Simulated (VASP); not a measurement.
## Al2Cu: single point with PBE

The system is Al2Cu.

```
CELL_PARAMETERS angstrom
-3.19465 3.19465 2.19091
3.19465 -3.19465 2.19091
3.19465 3.19465 -2.19091
ATOMIC_POSITIONS crystal
Al 0.15872 0.65872 0.81744
Al 0.65872 0.84128 0.50000
Al 0.84128 0.34128 0.18256
Al 0.34128 0.15872 0.50000
Cu 0.75000 0.75000 0.00000
Cu 0.25000 0.25000 0.00000
```

This cell differs from its parent crystal: ratio of the length along z to the lengths across it x 0.85, volume and fractional coordinates fixed.

* Program: VASP 6.6.1
* Task: single point
* Functional: PBE
* Potentials or basis: VASP PAW PBE potentials, release 64 (Al, Cu)
* Cutoff: 520 eV
* k mesh: 14 × 14 × 14
* Occupations: gaussian, width 0.15 eV
* Spin: no spin polarisation
* Dipole correction: no
* Further INCAR settings: ALGO = Fast; EDIFF = 1e-06; NBANDS = 26

- Pressure: 3.1 GPa
- Largest force: 0.353 eV/Å
- Band gap on the k mesh: zero (bands 17 and 18 overlap by 5.25 eV)

Forces on the atoms (eV/Å):
```
Al  -0.249 -0.249  0.000
Al   0.249 -0.249  0.000
Al   0.249  0.249  0.000
Al  -0.249  0.249  0.000
Cu   0.000  0.000  0.000
Cu   0.000  0.000  0.000
```

Stress tensor (GPa, compression positive):
```
-5.59  0.00  0.00
 0.00 -5.59  0.00
 0.00  0.00 20.56
```

Levels at points of the mesh, in eV from the Fermi level:
```tsv
k point	band 15	band 16	band 17	band 18	band 19	band 20
(0.00, 0.00, 0.00)	-1.63	-0.73	-0.73	-0.32	0.19	0.72
(0.50, 0.00, 0.00)	-2.79	-2.79	-0.38	-0.38	2.87	2.87
(0.50, 0.50, 0.00)	-2.17	-1.56	-0.41	-0.05	-0.05	0.07
(0.50, 0.50, 0.50)	-2.88	-1.30	2.92	3.17	3.17	3.31
```

It took 25 min on 1 thread of Intel Xeon 8259CL (shared host), peak memory 0.59 GiB.

Caveat: the cell stands under pressure.
